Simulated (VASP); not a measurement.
A run of VASP 6.6.1 is set up as follows.

INCAR

```
SYSTEM = Sr
ALGO = Normal
EDIFF = 1E-7
ENCUT = 520
GGA = PS
ISIF = 2
ISMEAR = 0
LASPH = .True.
LCHARG = .False.
LREAL = .False.
LWAVE = .False.
NBANDS = 11
NELM = 60
PREC = Accurate
SIGMA = 0.03
```

The input KPOINTS:

```
k-points
0
Gamma
  6 6 8
  0 0 0
```

POSCAR

```
Sr
1.0
   10.9876299658      0.0000000000      0.0000000000
   -5.4938149829      9.5155666777      0.0000000000
    0.0000000000      0.0000000000      4.7748008628
Sr
1
Direct
    0.0000000000      0.0000000000      0.0000000000
```

Potentials or basis: VASP PAW PBE potentials, release 64 (Sr_sv).

The run is started by

```console
$ cat potpaw_PBE.64/Sr_sv/POTCAR > POTCAR
$ mpirun -np 1 vasp_std > vasp.out
```

Q: What does it give for the band gap on the k mesh?

A: 0.49 eV (least direct gap 0.50 eV).

Q: Estimate the pressure.

A: -0.1 GPa.

Stress tensor (GPa, compression positive):
```
 0.00  0.00  0.00
 0.00  0.00  0.00
 0.00  0.00 -0.17
```

Caveat: the cell differs from its parent crystal (strain +0.000 along x and y, +0.080 along z); the PAW data sets were made with another functional, which shifts forces and pressure a little. A k mesh can miss the band edges.
